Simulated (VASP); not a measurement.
Crystal: FeO.

```
Fe O
1.0
     2.90291    0.00000    0.00000
    -1.45145    2.51399    0.00000
     0.00000    0.00000    2.83309
Fe O
1 1
Direct
  0.00000 0.00000 0.00000
  0.66667 0.33333 0.50000
```

Base run:

- Program: VASP 6.6.1
- Functional: PBE
- Potentials or basis: VASP PAW PBE potentials, release 64 (Fe_sv, O)
- Cutoff: 600 eV
- k mesh: 10 × 10 × 9
- Occupations: fermi-dirac, width 0.05 eV
- Spin: collinear spin, ferromagnetic start
- Starting moments: [3.0, 0.0] μB

Its results: band gap on the k mesh zero (filled and empty bands overlap); pressure -12.6 GPa; net moment 4.00 μB per cell; site moments Fe +3.47; O +0.34 μB.

**Question.** The run is repeated on the same cell with these changes: potentials or basis from VASP PAW PBE potentials, release 64 (Fe_sv, O) to VASP PAW PBE potentials, release 64 (Fe, O); cutoff from 600 eV to 520 eV; further incar settings from ALGO = Normal; EDIFF = 1e-06; NBANDS = 22 to ALGO = Normal; EDIFF = 1e-06; NBANDS = 18; valence electrons from 22 to 14. What comes out?

**Answer.** Band gap on the k mesh zero (filled and empty bands overlap); pressure -10.4 GPa; net moment 4.00 μB per cell; site moments Fe +3.58; O +0.35 μB.

Caveats: a cell with one magnetic atom can't hold antiferromagnetic order, which such compounds often take; semilocal functionals often make such compounds metallic where correlation or magnetic order opens a gap, which also shifts bond lengths.
